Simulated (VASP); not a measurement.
Input of a VASP 6.6.1 run:

The input INCAR:

```
SYSTEM = Li2AlF5
PREC = Accurate
ENCUT = 650
EDIFF = 1E-6
ISMEAR = 0
SIGMA = 0.1
LREAL = Auto
LASPH = .TRUE.
NELM = 120
ALGO = Normal
ISIF = 2
LWAVE = .FALSE.
LCHARG = .FALSE.
GGA = PE
NBANDS = 84
ISYM = -1
GGA_COMPAT = .FALSE.
```

File KPOINTS:

```
explicit points
1
Reciprocal
  0.25000000   0.25000000   0.25000000 1
```

The input POSCAR:

```
Li2AlF5
1.0
    6.2161745884      0.6276514623     -0.8821763358
    0.6419155599      7.8949834509     -0.0439766698
   -0.9029680693     -0.0709453011      5.8295983349
Al F Li
3 15 6
Direct
    0.5538918748      0.4671256723      0.4028751913
    0.0371705909      0.1248289684      0.8406287245
    0.6012910476      0.9189218681      0.9139100503
    0.7464133496      0.1060156192      0.8748188246
    0.6754033847      0.9854735563      0.2251949736
    0.8544327311      0.7578100174      0.9764130201
    0.4411117833      0.7764398050      0.9668912890
    0.5422399173      0.8990685227      0.6010553864
    0.7598083879      0.5929267121      0.3896056476
    0.4413638673      0.2812491000      0.4573767780
    0.0300538865      0.9217633029      0.6992144441
    0.0146294988      0.3193718425      1.0010366221
    0.6109019579      0.3622897413      0.1434435176
    0.3405577335      0.1134210924      0.8549574793
    0.3010791687      0.6025636718      0.2791964762
    0.1403881473      1.0162783633      0.1427876748
    0.6042193554      0.4968958316      0.7127983458
   -0.0711126902      0.2354163562      0.5601526910
    0.1741379939      0.7724292519      0.0423099844
    0.4168426633      1.0621609606      0.3505352113
    0.8051006647      0.8115034913      0.4957135310
    0.8017628512      0.5279663854      1.0274282631
    0.8746893327      0.1644548036      0.2470400445
    0.4908357664      0.3082005014      0.8046300734
```

Potentials or basis: VASP PAW PBE potentials, release 64 (Al, F, Li_sv).

Run with:

```bash
$ cat potpaw_PBE.64/Al/POTCAR potpaw_PBE.64/F/POTCAR potpaw_PBE.64/Li_sv/POTCAR > POTCAR
$ mpirun -np 1 vasp_std > vasp.out
```

(1) Estimate the largest force.

(2) Estimate the pressure.

## Answers

(1) 0.056 eV/Å.

(2) -0.4 GPa.
